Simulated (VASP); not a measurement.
# Hf2S (P6_3/mmc) in VASP: notebook

Runs on Hf2S. Level: PBEsol. Tasks: single point, relaxation of shape and atoms at fixed volume.

Program: VASP 6.6.1. These are calculated values, not measurements. Logs are shortened: lines on timing, memory, paths and dates and some standing lists are left out, and cuts for length are marked.

### 1 The cell of the first run

Symmetry: P6_3/mmc, No. 194, hexagonal system. Conventional cell: a = 3.296 Å, b = 3.296 Å, c = 11.769 Å, α = 90.00°, β = 90.00°, γ = 120.00°. Hf (site symmetry 3m) has 3 S at 2.58 Å and 9 Hf at 3.05 to 3.30 Å within 3.4 Å. Within 3.4 Å of S (site symmetry -6m2) lie 6 Hf at 2.58 Å and 6 S at 3.30 Å.

### 2 Single point, PBEsol (biaxial strain in the a-b plane: -1.5 %)

File INCAR:

```
  ALGO = Normal
  EDIFF = 1E-7
  ENCUT = 520
  GGA = PS
  ISIF = 2
  ISMEAR = 0
  LASPH = True
  LCHARG = False
  LREAL = False
  LWAVE = False
  NBANDS = 35
  NELM = 80
  PREC = Accurate
  SIGMA = 0.1
```

File KPOINTS:

```
k-points
0
Gamma
  12 12 4
```

File POSCAR:

```
Hf2S
1.0
    3.2963330571      0.0000000000      0.0000000000
   -1.6481665285      2.8547081667      0.0000000000
    0.0000000000      0.0000000000     11.7692139796
Hf S
4 2
Direct
    0.6666666667      0.3333333333      0.8986176346
    0.3333333333      0.6666666667      0.3986176346
    0.6666666667      0.3333333333      0.6013823654
    0.3333333333      0.6666666667      0.1013823654
    0.0000000000      0.0000000000      0.7500000000
    0.0000000000      0.0000000000      0.2500000000
```

Potentials or basis: VASP PAW PBE potentials, release 64 (Hf_pv, S).

The run is started by

```console
> cat potpaw_PBE.64/Hf_pv/POTCAR potpaw_PBE.64/S/POTCAR > POTCAR
> mpirun -np 1 vasp_std > vasp.out
```

OUTCAR:

```text
EDIFF = 1E-7
   ENCUT = 520
   GGA = PS
   ISIF = 2
   ISMEAR = 0
   LASPH = True
   LREAL = False
   NELM = 80
   PREC = Accurate

 ion  position               nearest neighbor table
   1  0.667  0.333  0.899-   5 2.58   5 2.58   5 2.58   4 3.05   4 3.05   4 3.05   3 3.50
   2  0.333  0.667  0.399-   6 2.58   6 2.58   6 2.58   3 3.05   3 3.05   3 3.05   4 3.50
   3  0.667  0.333  0.601-   5 2.58   5 2.58   5 2.58   2 3.05   2 3.05   2 3.05   1 3.50
   4  0.333  0.667  0.101-   6 2.58   6 2.58   6 2.58   1 3.05   1 3.05   1 3.05   2 3.50
   5  0.000  0.000  0.750-   1 2.58   3 2.58   1 2.58   3 2.58   1 2.58   3 2.58
   6  0.000  0.000  0.250-   2 2.58   4 2.58   2 2.58   4 2.58   2 2.58   4 2.58

  LATTYP: Found a hexagonal cell.
 ALAT       =     3.2963330571
 C/A-ratio  =     3.5703958841

  Lattice vectors:

 A1 = (   3.2963330571,   0.0000000000,   0.0000000000)
 A2 = (  -1.6481665285,   2.8547081667,   0.0000000000)
 A3 = (   0.0000000000,   0.0000000000,  11.7692139796)

Analysis of symmetry for initial positions (statically):
=====================================================================
 Subroutine PRICEL returns:
 Original cell was already a primitive cell.

 Routine SETGRP: Setting up the symmetry group for a
 hexagonal supercell.

 Subroutine GETGRP returns: Found 24 space group operations
 (whereof 12 operations were pure point group operations)
 out of a pool of 24 trial point group operations.

The static configuration has the point symmetry D_3d.
 The point group associated with its full space group is D_6h.

Analysis of symmetry for dynamics (positions and initial velocities):
=====================================================================
 Subroutine PRICEL returns:
 Original cell was already a primitive cell.

 Routine SETGRP: Setting up the symmetry group for a
 hexagonal supercell.

 Subroutine GETGRP returns: Found 24 space group operations
 (whereof 12 operations were pure point group operations)
 out of a pool of 24 trial point group operations.

The dynamic configuration has the point symmetry D_3d.
 The point group associated with its full space group is D_6h.

 Subroutine INISYM returns: Found 24 space group operations
 (whereof 12 operations are pure point group operations),
 and found     1 'primitive' translations

----------------------------------------------------------------------------------------

                                     Primitive cell

  volume of cell :     110.7491

  direct lattice vectors                    reciprocal lattice vectors
     3.296333057  0.000000000  0.000000000     0.303367403  0.175149252  0.000000000
    -1.648166529  2.854708167  0.000000000     0.000000000  0.350298504  0.000000000
     0.000000000  0.000000000 11.769213980     0.000000000  0.000000000  0.084967441

  length of vectors
     3.296333057  3.296333057 11.769213980     0.350298504  0.350298504  0.084967441

  position of ions in fractional coordinates (direct lattice)
     0.666666667  0.333333333  0.898617635
     0.333333333  0.666666667  0.398617635
     0.666666667  0.333333333  0.601382365
     0.333333333  0.666666667  0.101382365
     0.000000000  0.000000000  0.750000000
     0.000000000  0.000000000  0.250000000

  ion indices of the primitive-cell ions
   primitive index   ion index
                 1           1
                 2           2
                 3           3
                 4           4
                 5           5
                 6           6

----------------------------------------------------------------------------------------

 KPOINTS: k-points

Automatic generation of k-mesh.
 Grid dimensions read from file:
 generate k-points for:   12   12    4

 Generating k-lattice:

  Cartesian coordinates                     Fractional coordinates (reciprocal lattice)
     0.025280617  0.014595771  0.000000000     0.083333333  0.000000000  0.000000000
     0.000000000  0.029191542  0.000000000     0.000000000  0.083333333  0.000000000
     0.000000000  0.000000000  0.021241860     0.000000000  0.000000000  0.250000000

  Length of vectors
     0.029191542  0.029191542  0.021241860

  Shift w.r.t. Gamma in fractional coordinates (k-lattice)
     0.000000000  0.000000000  0.000000000

 Subroutine IBZKPT returns following result:
 ===========================================

 Found     57 irreducible k-points:

 Following reciprocal coordinates:
            Coordinates               Weight
  0.000000  0.000000  0.000000      1.000000
  0.083333  0.000000  0.000000      6.000000
  0.166667  0.000000  0.000000      6.000000
  0.250000  0.000000  0.000000      6.000000
  0.333333  0.000000  0.000000      6.000000
  0.416667  0.000000  0.000000      6.000000
[... 16 lines left out ...]
  0.250000  0.000000  0.250000     12.000000
  0.333333  0.000000  0.250000     12.000000
 [... further k-points ...]
   k-points           NKPTS =     57   k-points in BZ     NKDIM =     57   number of bands    NBANDS=     35
   number of dos      NEDOS =    301   number of ions     NIONS =      6
   total plane-waves  NPLWV =  70560
   dimension x,y,z NGX =    28 NGY =   28 NGZ =   90
   dimension x,y,z NGXF=    56 NGYF=   56 NGZF=  180
   ions per type =               4   2
   NGX,Y,Z   is equivalent  to a cutoff of  14.12, 14.12, 12.71 a.u.
   NGXF,Y,Z  is equivalent  to a cutoff of  28.24, 28.24, 25.43 a.u.
 SYSTEM =  unknown system
   PREC   = accura    normal or accurate (medium, high low for compatibility)
   ISTART =      0    job   : 0-new  1-cont  2-samecut
   ICHARG =      2    charge: 1-file 2-atom 10-const
   ISPIN  =      1    spin polarized calculation?
   LNONCOLLINEAR =      F non collinear calculations
   LSORBIT =      F    spin-orbit coupling
   LASPH  =      T    aspherical Exc in radial PAW
   ENCUT  =  520.0 eV  38.22 Ry    6.18 a.u.   6.13  6.13 21.88*2*pi/ulx,y,z
   NELM   =     80;   NELMIN=  2; NELMDL= -5     # of ELM steps
   EDIFF  = 0.1E-06   stopping-criterion for ELM
   LREAL  =      F    real-space projection
   EDIFFG = 0.1E-05   stopping-criterion for IOM
   NSW    =      0    number of steps for IOM
   IBRION =     -1    ionic relax: 0-MD 1-quasi-New 2-CG
   NFREE  =      0    steps in history (QN), initial steepest desc. (CG)
   ISIF   =      2    stress and relaxation
   ISYM   =      2    0-nonsym 1-usesym 2-fastsym
   POTIM  = 0.5000    time-step for ionic-motion
   TEBEG  =    0.0;   TEEND  =   0.0 temperature during run
   PSTRESS=    0.0 pullay stress
   NELECT =      52.0000    total number of electrons
   NUPDOWN=      -1.0000    fix difference up-down
   EMIN   =  10.00;   EMAX   =-10.00  energy-range for DOS
   EFERMI =   0.00;   METHOD = LEGACY
   ISMEAR =     0;   SIGMA  =   0.10  broadening in eV -4-tet -1-fermi 0-gaus
   EFERMI_NEDOS =   21; number of points for ismear=-14 and -15
   IALGO  =     38    algorithm
   IMIX   =      4    mixing-type and parameters
     AMIX     =   0.40;   BMIX     =  1.00
     AMIX_MAG =   1.60;   BMIX_MAG =  1.00
  volume/ion in A,a.u.               =      18.46       124.56
  Fermi-wavevector in a.u.,A,eV,Ry     =   1.272416  2.404518 22.028417  1.619043
  Thomas-Fermi vector in A             =   2.405296
   LORBIT       =      0    0 simple, 1 ext, 2 COOP (PROOUT), +10 PAW based schemes
   GGA     = PS    functional components
   LHFCALC =     F    Hartree Fock is set to
   AEXX    =    0.0000 exact exchange contribution
   IVDW    =     0    specifies the selected vdW correction
   LEPSILON=     F    determine dielectric tensor
   LRPA    =     F    only Hartree local field effects (RPA)
 non-spin polarized calculation
 Gauss-broadening in eV      SIGMA  =   0.10
  energy-cutoff  :      520.00
  volume of cell :      110.75
 maximum number of plane-waves:      3009
 NGX is ok and might be reduce to    28
   NGX = 13   NGY = 13   NGZ = 43

 number of electron      52.0000001 magnetization

 Free energy of the ion-electron system (eV)
  ---------------------------------------------------
  ext. energy  EPLUGINS =         0.00000000
  ---------------------------------------------------
  free energy    TOTEN  =       -57.42736944 eV

  energy without entropy =      -57.41045916  energy(sigma->0) =      -57.41891430

 E-fermi :   6.6065     XC(G=0): -11.7133

 val. band max:        6.5890562697   @ k =   0.1667   0.0000   0.0000
 cond. band min:       6.6074286957   @ k =   0.2500   0.0833   0.0000
 fundamental gap:      0.0183724260
 Fermi energy:         6.6064719372

 k-point     1 :       0.0000    0.0000    0.0000
  band No.  band energies     occupation
      1     -24.5346      2.00000
      2     -24.4029      2.00000
      3     -24.0595      2.00000
      4     -23.9140      2.00000
      5     -23.9030      2.00000
      6     -23.9030      2.00000
[... 27 lines left out ...]
     34       8.9780      0.00000
     35       9.6690      0.00000

 k-point     2 :       0.0833    0.0000    0.0000
  band No.  band energies     occupation
      1     -24.5225      2.00000
      2     -24.3935      2.00000
      3     -24.0792      2.00000
      4     -23.9666      2.00000
      5     -23.9147      2.00000
      6     -23.9126      2.00000
[... 27 lines left out ...]
     34       9.0462      0.00000
     35       9.3946      0.00000

 k-point     3 :       0.1667    0.0000    0.0000
  band No.  band energies     occupation
      1     -24.4895      2.00000
      2     -24.3690      2.00000
      3     -24.1406      2.00000
      4     -24.0604      2.00000
      5     -23.9489      2.00000
      6     -23.9382      2.00000
[... 27 lines left out ...]
     34       9.3049      0.00000
     35       9.3881      0.00000

 k-point     4 :       0.2500    0.0000    0.0000
  band No.  band energies     occupation
      1     -24.4472      2.00000
      2     -24.3418      2.00000
      3     -24.2333      2.00000
      4     -24.1734      2.00000
      5     -24.0385      2.00000
      6     -23.9975      2.00000
[... 27 lines left out ...]
     34       9.5305      0.00000
     35       9.6227      0.00000

 k-point     5 :       0.3333    0.0000    0.0000
  band No.  band energies     occupation
      1     -24.4184      2.00000
      2     -24.3365      2.00000
      3     -24.3299      2.00000
      4     -24.2803      2.00000
      5     -24.1145      2.00000
      6     -24.0550      2.00000
[... 638 lines left out ...]
 k-point    22 :       0.1667    0.0000    0.2500
  band No.  band energies     occupation
      1     -24.4759      2.00000
      2     -24.3929      2.00000
      3     -24.1224      2.00000
      4     -24.0684      2.00000
      5     -23.9410      2.00000
      6     -23.9368      2.00000
[... 27 lines left out ...]
     34       9.0125      0.00000
     35       9.4128      0.00000

 k-point    23 :       0.2500    0.0000    0.2500
  band No.  band energies     occupation
      1     -24.4355      2.00000
      2     -24.3636      2.00000
      3     -24.2201      2.00000
      4     -24.1804      2.00000
      5     -24.0314      2.00000
      6     -24.0036      2.00000
[... 27 lines left out ...]
     34       9.4259      0.00000
     35       9.5730      0.00000

 k-point    24 :       0.3333    0.0000    0.2500
  band No.  band energies     occupation
      1     -24.4091      2.00000
      2     -24.3556      2.00000
      3     -24.3179      2.00000
      4     -24.2877      2.00000
      5     -24.1054      2.00000
      6     -24.0655      2.00000
[... 27 lines left out ...]
     34       9.9074      0.00000
     35      10.1143      0.00000

 [... further k-points ...]

------------------------ aborting loop because EDIFF is reached ----------------------------------------

  FORCE on cell =-STRESS in cart. coord.  units (eV):
  Direction    XX          YY          ZZ          XY          YZ          ZX
  --------------------------------------------------------------------------------------
  -------------------------------------------------------------------------------------
  Total        2.3750623      2.3750623      0.0920657      0.0000000      0.0000000      0.0000000
  in kB       34.3593812     34.3593812      1.3318895      0.0000000      0.0000000      0.0000000
  external PRESSURE =      23.3502173 kB  Pullay stress =       0.0000000 kB

 VOLUME and BASIS-vectors are now :
 -----------------------------------------------------------------------------
  energy-cutoff  :      520.00
  volume of cell :      110.75
      direct lattice vectors                 reciprocal lattice vectors
     3.296333057  0.000000000  0.000000000     0.303367403  0.175149252  0.000000000
    -1.648166529  2.854708167  0.000000000     0.000000000  0.350298504  0.000000000
     0.000000000  0.000000000 11.769213980     0.000000000  0.000000000  0.084967441

 POSITION                                       TOTAL-FORCE (eV/Angst)
 -----------------------------------------------------------------------------------
      1.64817      0.95157     10.57602         0.000000     -0.000000      0.085870
     -0.00000      1.90314      4.69142        -0.000000      0.000000      0.085870
      1.64817      0.95157      7.07780         0.000000      0.000000     -0.085870
     -0.00000      1.90314      1.19319        -0.000000      0.000000     -0.085870
      0.00000      0.00000      8.82691        -0.000000     -0.000000     -0.000000
      0.00000      0.00000      2.94230        -0.000000      0.000000     -0.000000
 -----------------------------------------------------------------------------------
    total drift:                                0.000000     -0.000000     -0.000000

  FREE ENERGIE OF THE ION-ELECTRON SYSTEM (eV)
  ---------------------------------------------------
  free  energy   TOTEN  =       -57.4273694435 eV

  energy  without entropy=      -57.4104591628  energy(sigma->0) =      -57.41891430
```

Wall time 2.6 min (1 thread of AMD EPYC 9R45 (Zen 5), shared host); peak memory 0.32 GiB.

What came out:

- Free energy: -57.4274 eV
- Pressure: 2.3 GPa
- Largest force: 0.086 eV/Å
- Band gap on the k mesh: zero (band 26 reaches 7.18 eV, above the bottom of band 27 at 6.08 eV)

Forces on the atoms (eV/Å):
```
Hf   0.000  0.000  0.086
Hf   0.000  0.000  0.086
Hf   0.000  0.000 -0.086
Hf   0.000  0.000 -0.086
S    0.000  0.000  0.000
S    0.000  0.000  0.000
```

Caveat: the cell differs from its parent crystal (biaxial strain in the a-b plane: -1.5 %); the PAW data sets were made with another functional, which shifts forces and pressure a little; spin-orbit coupling is left out, which moves the levels of the heavy elements.

(Part 1 of 2 ends here.)
